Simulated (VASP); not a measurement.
# In (Fm-3m) in VASP: further runs, part 2 of 2

VASP 6.6.1. The steps go on from the part before.

### Step 3. Single point, PBE

Contents of INCAR:

```
SYSTEM = In
  PREC = Accurate
  ENCUT = 520
  EDIFF = 1E-6
  ISMEAR = -1
  SIGMA = 0.08
  LREAL = .FALSE.
  LASPH = .TRUE.
  NELM = 60
  ALGO = Normal
  ISIF = 2
  LWAVE = .FALSE.
  LCHARG = .FALSE.
  GGA = PE
  NBANDS = 26
```

Contents of KPOINTS:

```
regular mesh
0
G
  14 14 5
  0 0 0
```

Contents of POSCAR:

```
In
1.0
    0.0000000000      2.3961454330     -2.3961454330
   -2.3961454330      0.0000000000      2.3961454330
    4.7922908660      4.7922908660      4.7922908660
In
3
Direct
    0.0000000000      0.0000000000      0.0000000000
    0.3333333330      0.6666666670      0.3333333330
    0.6666666670      0.3333333330      0.6666666670
```

Potentials or basis: VASP PAW PBE potentials, release 64 (In_d).

Started as:

```console
cat potpaw_PBE.64/In_d/POTCAR > POTCAR
mpirun -np 1 vasp_std > vasp.out
```

OUTCAR:

```text
SYSTEM = In
   PREC = Accurate
   ENCUT = 520
   EDIFF = 1E-6
   ISMEAR = -1
   LREAL = .FALSE.
   LASPH = .TRUE.
   NELM = 60
   ISIF = 2
   GGA = PE

 ion  position               nearest neighbor table
   1  0.000  0.000  0.000-   2 3.39   3 3.39   3 3.39   2 3.39   3 3.39   2 3.39
   2  0.333  0.667  0.333-   1 3.39   1 3.39   1 3.39   3 3.39   3 3.39   3 3.39
   3  0.667  0.333  0.667-   1 3.39   1 3.39   1 3.39   2 3.39   2 3.39   2 3.39

  LATTYP: Found a hexagonal cell.
 ALAT       =     3.3886613688
 C/A-ratio  =     2.4494897428

  Lattice vectors:

 A1 = (   0.0000000000,   2.3961454330,  -2.3961454330)
 A2 = (  -2.3961454330,   0.0000000000,   2.3961454330)
 A3 = (   4.7922908660,   4.7922908660,   4.7922908660)

Analysis of symmetry for initial positions (statically):
=====================================================================
 Subroutine PRICEL returns following result:

  LATTYP: Found a face centered cubic cell.
 ALAT       =     4.7922908612

  Lattice vectors:

 A1 = (   2.3961454306,   2.3961454306,   0.0000000000)
 A2 = (  -0.0000000024,   2.3961454306,   2.3961454330)
 A3 = (   2.3961454378,   0.0000000048,   2.3961454330)

   3 primitive cells build up your supercell.

 Routine SETGRP: Setting up the symmetry group for a
 hexagonal supercell.

 Subroutine GETGRP returns: Found 12 space group operations
 (whereof 12 operations were pure point group operations)
 out of a pool of 24 trial point group operations.

The static configuration has the point symmetry D_3d.

Analysis of symmetry for dynamics (positions and initial velocities):
=====================================================================
 Subroutine PRICEL returns following result:

  LATTYP: Found a face centered cubic cell.
 ALAT       =     4.7922908612

  Lattice vectors:

 A1 = (   2.3961454306,   2.3961454306,   0.0000000000)
 A2 = (  -0.0000000024,   2.3961454306,   2.3961454330)
 A3 = (   2.3961454378,   0.0000000048,   2.3961454330)

   3 primitive cells build up your supercell.

 Routine SETGRP: Setting up the symmetry group for a
 hexagonal supercell.

 Subroutine GETGRP returns: Found 12 space group operations
 (whereof 12 operations were pure point group operations)
 out of a pool of 24 trial point group operations.

The dynamic configuration has the point symmetry D_3d.

 Subroutine INISYM returns: Found 12 space group operations
 (whereof 12 operations are pure point group operations),
 and found     3 'primitive' translations

----------------------------------------------------------------------------------------

                                     Primitive cell

  volume of cell :      27.5150

  direct lattice vectors                    reciprocal lattice vectors
     2.396145431  2.396145431  0.000000000     0.208668469  0.208668470 -0.208668470
    -0.000000002  2.396145431  2.396145433    -0.208668469  0.208668469  0.208668469
     2.396145438  0.000000005  2.396145433     0.208668469 -0.208668469  0.208668469

  length of vectors
     3.388661365  3.388661367  3.388661372     0.361424391  0.361424391  0.361424391

  position of ions in fractional coordinates (direct lattice)
     0.000000000  0.000000000  0.000000000

  ion indices of the primitive-cell ions
   primitive index   ion index
[... 22 lines left out ...]

 Subroutine IBZKPT returns following result:
 ===========================================

 Found    104 irreducible k-points:

 Following reciprocal coordinates:
            Coordinates               Weight
  0.000000  0.000000  0.000000      1.000000
  0.071429  0.000000  0.000000      6.000000
  0.142857  0.000000  0.000000      6.000000
  0.214286  0.000000  0.000000      6.000000
  0.285714  0.000000  0.000000      6.000000
  0.357143  0.000000  0.000000      6.000000
[... 16 lines left out ...]
  0.285714  0.285714  0.000000      6.000000
  0.357143  0.285714  0.000000      6.000000
 [... further k-points ...]
   k-points           NKPTS =    104   k-points in BZ     NKDIM =    104   number of bands    NBANDS=     26
   number of dos      NEDOS =    301   number of ions     NIONS =      3
   total plane-waves  NPLWV =  50176
   dimension x,y,z NGX =    28 NGY =   28 NGZ =   64
   dimension x,y,z NGXF=    56 NGYF=   56 NGZF=  128
   ions per type =               3
   NGX,Y,Z   is equivalent  to a cutoff of  13.74, 13.74, 12.82 a.u.
   NGXF,Y,Z  is equivalent  to a cutoff of  27.47, 27.47, 25.64 a.u.
 SYSTEM =  In
   PREC   = accura    normal or accurate (medium, high low for compatibility)
   ISTART =      0    job   : 0-new  1-cont  2-samecut
   ICHARG =      2    charge: 1-file 2-atom 10-const
   ISPIN  =      1    spin polarized calculation?
   LNONCOLLINEAR =      F non collinear calculations
   LSORBIT =      F    spin-orbit coupling
   LASPH  =      T    aspherical Exc in radial PAW
   ENCUT  =  520.0 eV  38.22 Ry    6.18 a.u.   6.30  6.30 15.43*2*pi/ulx,y,z
   NELM   =     60;   NELMIN=  2; NELMDL= -5     # of ELM steps
   EDIFF  = 0.1E-05   stopping-criterion for ELM
   LREAL  =      F    real-space projection
   EDIFFG = 0.1E-04   stopping-criterion for IOM
   NSW    =      0    number of steps for IOM
   IBRION =     -1    ionic relax: 0-MD 1-quasi-New 2-CG
   NFREE  =      0    steps in history (QN), initial steepest desc. (CG)
   ISIF   =      2    stress and relaxation
   ISYM   =      2    0-nonsym 1-usesym 2-fastsym
   POTIM  = 0.5000    time-step for ionic-motion
   TEBEG  =    0.0;   TEEND  =   0.0 temperature during run
   PSTRESS=    0.0 pullay stress
   NELECT =      39.0000    total number of electrons
   NUPDOWN=      -1.0000    fix difference up-down
   EMIN   =  10.00;   EMAX   =-10.00  energy-range for DOS
   EFERMI =   0.00;   METHOD = LEGACY
   ISMEAR =    -1;   SIGMA  =   0.08  broadening in eV -4-tet -1-fermi 0-gaus
   EFERMI_NEDOS =   21; number of points for ismear=-14 and -15
   IALGO  =     38    algorithm
   IMIX   =      4    mixing-type and parameters
     AMIX     =   0.40;   BMIX     =  1.00
     AMIX_MAG =   1.60;   BMIX_MAG =  1.00
  volume/ion in A,a.u.               =      27.52       185.68
  Fermi-wavevector in a.u.,A,eV,Ry     =   1.275066  2.409526 22.120272  1.625794
  Thomas-Fermi vector in A             =   2.407799
   LORBIT       =      0    0 simple, 1 ext, 2 COOP (PROOUT), +10 PAW based schemes
   GGA     = PE    functional components
   LHFCALC =     F    Hartree Fock is set to
   AEXX    =    0.0000 exact exchange contribution
   IVDW    =     0    specifies the selected vdW correction
   LEPSILON=     F    determine dielectric tensor
   LRPA    =     F    only Hartree local field effects (RPA)
 non-spin polarized calculation
  energy-cutoff  :      520.00
  volume of cell :       82.55
 maximum number of plane-waves:      2242
 NGX is ok and might be reduce to    28
   NGX = 13   NGY = 13   NGZ = 31

 number of electron      39.0000002 magnetization

 Free energy of the ion-electron system (eV)
  ---------------------------------------------------
  ext. energy  EPLUGINS =         0.00000000
  ---------------------------------------------------
  free energy    TOTEN  =        -7.69824488 eV

  energy without entropy =       -7.66828214  energy(sigma->0) =       -7.68326351

 E-fermi :   6.9695     XC(G=0): -10.0166

 val. band max:        6.9658067011   @ k =  -0.1429   0.4286   0.4000
 cond. band min:       6.9736265469   @ k =  -0.1429   0.4286   0.4000
 fundamental gap:      0.0078198458
 Fermi energy:         6.9694656019

 k-point     1 :       0.0000    0.0000    0.0000
  band No.  band energies     occupation
      1      -7.6562      2.00000
      2      -7.6562      2.00000
      3      -7.6238      2.00000
      4      -7.6238      2.00000
      5      -7.6233      2.00000
      6      -7.5981      2.00000
[... 685 lines left out ...]
     25      12.1918      0.00000
     26      12.7656      0.00000

 [... further k-points ...]

------------------------ aborting loop because EDIFF is reached ----------------------------------------

  FORCE on cell =-STRESS in cart. coord.  units (eV):
  Direction    XX          YY          ZZ          XY          YZ          ZX
  --------------------------------------------------------------------------------------
  -------------------------------------------------------------------------------------
  Total       -0.0499077     -0.0499077     -0.0499077      0.0165184      0.0165184      0.0165184
  in kB       -0.9686957     -0.9686957     -0.9686957      0.3206177      0.3206177      0.3206177
  external PRESSURE =      -0.9686957 kB  Pullay stress =       0.0000000 kB

 VOLUME and BASIS-vectors are now :
 -----------------------------------------------------------------------------
  energy-cutoff  :      520.00
  volume of cell :       82.55
      direct lattice vectors                 reciprocal lattice vectors
     0.000000000  2.396145433 -2.396145433    -0.139112313  0.278224626 -0.139112313
    -2.396145433  0.000000000  2.396145433    -0.278224626  0.139112313  0.139112313
     4.792290866  4.792290866  4.792290866     0.069556156  0.069556156  0.069556156

 POSITION                                       TOTAL-FORCE (eV/Angst)
 -----------------------------------------------------------------------------------
      0.00000      0.00000      0.00000        -0.000000     -0.000000     -0.000000
     -0.00000      2.39615      2.39615        -0.000000     -0.000000     -0.000000
      2.39615      4.79229      2.39615         0.000000      0.000000      0.000000
 -----------------------------------------------------------------------------------
    total drift:                               -0.000000      0.000000      0.000000

  FREE ENERGIE OF THE ION-ELECTRON SYSTEM (eV)
  ---------------------------------------------------
  free  energy   TOTEN  =        -7.6982448816 eV

  energy  without entropy=       -7.6682821363  energy(sigma->0) =       -7.68326351
```

OSZICAR:

```text
N       E                     dE             d eps       ncg     rms          rms(c)
DAV:   1     0.345949800221E+03    0.34595E+03   -0.18855E+04  5410   0.201E+03
DAV:   2     0.219436623789E+02   -0.32401E+03   -0.31992E+03  5412   0.440E+02
DAV:   3    -0.672239980749E+01   -0.28666E+02   -0.28417E+02  6492   0.157E+02
DAV:   4    -0.771315577806E+01   -0.99076E+00   -0.98960E+00  6344   0.324E+01
DAV:   5    -0.776970804570E+01   -0.56552E-01   -0.56547E-01  8558   0.588E+00    0.363E+00
DAV:   6    -0.770990021137E+01    0.59808E-01   -0.13090E-01  6910   0.511E+00    0.175E+00
DAV:   7    -0.769878532223E+01    0.11115E-01   -0.39916E-02  7152   0.260E+00    0.384E-01
DAV:   8    -0.769820572168E+01    0.57960E-03   -0.29883E-03  6248   0.700E-01    0.474E-02
DAV:   9    -0.769824299663E+01   -0.37275E-04   -0.10298E-04  8378   0.713E-02    0.128E-02
DAV:  10    -0.769824472485E+01   -0.17282E-05   -0.12469E-05  6920   0.451E-02    0.508E-03
DAV:  11    -0.769824488156E+01   -0.15671E-06   -0.45487E-07  3216   0.583E-03
   1 F= -.76982449E+01 E0= -.76832635E+01  d E =-.299627E-01
```

Run time: 77 s. Hardware: 1 thread of Intel Xeon 6975P-C (Granite Rapids), shared host; peak memory 0.32 GiB.

Results:

| Quantity | Value |
| --- | --- |
| Free energy | -7.6982 eV |
| Pressure | -0.1 GPa |
| Band gap on the k mesh | zero (an odd number of electrons rules out a gap without spin polarisation) |

Caveat: spin-orbit coupling is left out, which moves the levels of the heavy elements.
